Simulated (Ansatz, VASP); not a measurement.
# One calculation of Rb2HfS2, two programs

```xyz
10
Lattice="0.0000 0.0000 6.5066 7.2767 0.0000 0.0000 3.6383 6.7853 -3.2533" Properties=species:S:1:pos:R:3 pbc="T T T"
Rb    2.4690    2.0021    0.0000
Rb    8.4460    4.7832    3.2533
Rb    6.1073    4.7832    0.0000
Rb    4.8077    2.0021    3.2533
S     5.0224    5.3946    3.2533
S     5.8927    1.3907    0.0000
S     1.3840    1.3907    3.2533
S     9.5310    5.3946    0.0000
Hf    0.0000    0.0000    1.6267
Hf    0.0000    0.0000    4.8800
```

Alike in both runs: task single point; functional PBE; k mesh 3 × 3 × 3; no spin polarisation.

|  | VASP | Ansatz |
| --- | --- | --- |
| version | VASP 6.6.1 | Ansatz 0.2.0 |
| potentials or method | VASP PAW PBE potentials, release 64 (Rb_sv, S, Hf_pv), cutoff 520 eV | PAW plane waves |
| occupations | fermi-dirac, width 0.1 eV | fermi-dirac |
| valence electrons in the cell | 80 | 112 |

VASP gave:

```
gap on the k mesh at the Fermi level (eV)                     : none
pressure (GPa)                                                : -0.6
traceless stress, the component that is largest in VASP (GPa) : 0.59
rms of the force components (eV/Å)                            : 0.302
```

Question: Which values does Ansatz return?

Answer: gap on the k mesh at the Fermi level (eV): none; pressure (GPa): -0.6; traceless stress, the component that is largest in VASP (GPa): 0.59; rms of the force components (eV/Å): 0.290.

Atom by atom the forces differ by 0.014 eV/Å (rms over components). A gap of «none» marks a metal or a gap that the smearing closes. VASP's potentials hold 80 valence electrons a cell and Ansatz's 112, so a difference there can come from the potentials and not from the codes.

Neither program's run includes spin-orbit coupling.
